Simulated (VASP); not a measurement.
Set up this calculation in VASP 6.6.1, as the native input.

- Task: single point
- Functional: PBEsol
- Potentials or basis: VASP PAW PBE potentials, release 64 (Y_sv)
- Cutoff: 520 eV
- k mesh: 9 × 9 × 9
- Occupations: gaussian, width 0.1 eV
- Spin: non-collinear spin, typed start, spin-orbit coupling
- Starting moments: [[0.354, 0.354, 0.0]] μB
- Dipole correction: no
- Further INCAR settings: ALGO = Normal; EDIFF = 1e-07; NBANDS = 22

The structure of Y lies in POSCAR:

```
Y
1.0
    0.0000000000      2.5175004675      2.5175004675
    2.5175004675      0.0000000000      2.5175004675
    2.5175004675      2.5175004675      0.0000000000
Y
1
Direct
    0.0000000000      0.0000000000      0.0000000000
```

This isn't the form of Y at room conditions, which is hcp.

One way to write it, as run:

INCAR

```
ALGO = Normal
EDIFF = 1E-7
ENCUT = 520
GGA = PS
GGA_COMPAT = F
ISIF = 2
ISMEAR = 0
LASPH = T
LCHARG = F
LMAXMIX = 4
LORBIT = 11
LORBMOM = T
LREAL = F
LSORBIT = T
LWAVE = F
MAGMOM = 0.354 0.354 0
NBANDS = 22
NELM = 150
PREC = Accurate
SIGMA = 0.1
```

KPOINTS

```
k-points
0
Gamma
  9 9 9
```

Potentials or basis: VASP PAW PBE potentials, release 64 (Y_sv).

Command:

```bash
$ cat potpaw_PBE.64/Y_sv/POTCAR > POTCAR
$ mpirun -np 1 vasp_ncl > vasp.out
```

It gave:

The pressure is -1.4 GPa and the net moment is 0.00 μB per cell. The valence electrons inside the program's atomic spheres are Y 9.48.

Caveat: the PAW data sets were made with another functional, which shifts forces and pressure a little.

It took 4.3 min on 1 thread of Intel(R) Xeon(R) Platinum 8488C (Sapphire Rapids) (shared host), peak memory 0.41 GiB.
